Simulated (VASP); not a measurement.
The system is Ca2H5.

```
CELL_PARAMETERS angstrom
3.96865 0.00000 0.00000
0.00000 3.99067 0.00000
-1.87919 0.00000 6.74523
ATOMIC_POSITIONS crystal
Ca 0.14953 0.00000 0.79131
Ca 0.85047 0.00000 0.20869
H 0.16212 0.50000 0.79833
H 0.83788 0.50000 0.20167
H 0.68976 0.00000 0.87062
H 0.31024 0.00000 0.12938
H 0.00000 0.00000 0.50000
```

The cell was generated, and may not be a known phase.

- Program: VASP 6.6.1
- Task: relaxation of cell and atoms
- Functional: PBE
- Potentials or basis: VASP PAW PBE potentials, release 64 (Ca_sv, H)
- Cutoff: 600 eV
- k mesh: 4 × 4 × 4
- Occupations: gaussian, width 0.1 eV
- Spin: no spin polarisation

At the start: pressure 8.2 GPa; volume 15.26 Å³/atom.

**Question.** How do energy, volume and symmetry change on relaxing?

**Answer.** Over 11 steps the energy falls by 104.7 meV/atom and the volume is 19.82 Å³/atom (+29.9 %); space group P2/m (No. 10, to 0.1 Å) before and after.

Step by step:
| step | energy change (eV) | largest force (eV/Å) | pressure (GPa) | volume (Å³) |
| --- | --- | --- | --- | --- |
| 1 | 0.0000 | 0.4002 | 8.22 | 106.83 |
| 2 | -0.4839 | 0.2657 | 3.82 | 119.40 |
| 3 | -0.6928 | 0.2448 | 0.52 | 134.47 |
| 4 | -0.7009 | 0.2430 | -0.04 | 138.00 |
| 5 | -0.7011 | 0.2427 | -0.14 | 138.68 |
| 6 | -0.7118 | 0.1998 | -0.11 | 138.59 |
| 7 | -0.7221 | 0.0728 | 0.06 | 138.32 |
| 8 | -0.7225 | 0.0936 | 0.02 | 138.37 |
| 9 | -0.7258 | 0.0688 | 0.01 | 138.46 |
| 10 | -0.7301 | 0.0840 | 0.00 | 138.69 |
| 11 | -0.7326 | 0.0261 | -0.04 | 138.75 |

Final structure:
```cif
data_structure
_symmetry_space_group_name_H-M 'P 1'
_symmetry_Int_Tables_number 1
_cell_length_a 4.2882
_cell_length_b 4.4075
_cell_length_c 7.6314
_cell_angle_alpha 90.000
_cell_angle_beta 105.846
_cell_angle_gamma 90.000
_cell_volume 138.75
loop_
_atom_site_label
_atom_site_type_symbol
_atom_site_fract_x
_atom_site_fract_y
_atom_site_fract_z
_atom_site_occupancy
Ca1 Ca 0.15492 0.00000 0.79964 1
Ca2 Ca 0.84508 0.00000 0.20036 1
H1 H 0.16642 0.50000 0.80211 1
H2 H 0.83358 0.50000 0.19789 1
H3 H 0.69878 0.00000 0.89089 1
H4 H 0.30122 0.00000 0.10911 1
H5 H 0.00000 0.00000 0.50000 1
```

Caveat: the k points lie up to 0.38 Å⁻¹ apart in the final cell, too coarse for converged energies and pressures of a metal; the volume moved by over 15 % at a fixed basis, so the end points are rough.
